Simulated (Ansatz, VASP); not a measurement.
## La4LuF3 in VASP and in Ansatz

```
CELL_PARAMETERS angstrom
5.96473 0.00000 0.00000
-2.98236 5.16561 0.00000
0.00000 0.00000 7.52477
ATOMIC_POSITIONS crystal
La 0.33333 0.66667 0.75750
La 0.66667 0.33333 0.75750
La 0.66667 0.33333 0.24250
La 0.33333 0.66667 0.24250
Lu 0.00000 0.00000 0.00000
F 0.50000 0.00000 0.50000
F 0.00000 0.50000 0.50000
F 0.50000 0.50000 0.50000
```

Alike in both runs: functional PBE; k mesh 6 × 6 × 4; occupations gaussian, width 0.1 eV; no spin polarisation.

Ansatz relaxed the structure, and its values are those at the end. VASP's run is a single point on that final structure, the one shown.

|  | VASP | Ansatz |
| --- | --- | --- |
| version | VASP 6.6.1 | Ansatz 0.2.0 |
| potentials or method | VASP PAW PBE potentials, release 64 (La, Lu, F), cutoff 520 eV | scalar-relativistic, plane waves, PAW |
| valence electrons in the cell | 90 | 90 |

|  | VASP | Ansatz | Ansatz less VASP |
| --- | --- | --- | --- |
| gap on the k mesh at the Fermi level (eV) | none | none | - |
| pressure (GPa) | -0.1 | 0.0 | +0.11 |
| rms of the force components (eV/Å) | 0.007 | 0.001 | -0.0061 |

A gap of «none» marks a metal or a gap that the smearing closes. The functional is the same, so the differences come from potentials, cutoffs and numerics.

Spin-orbit coupling is off throughout.
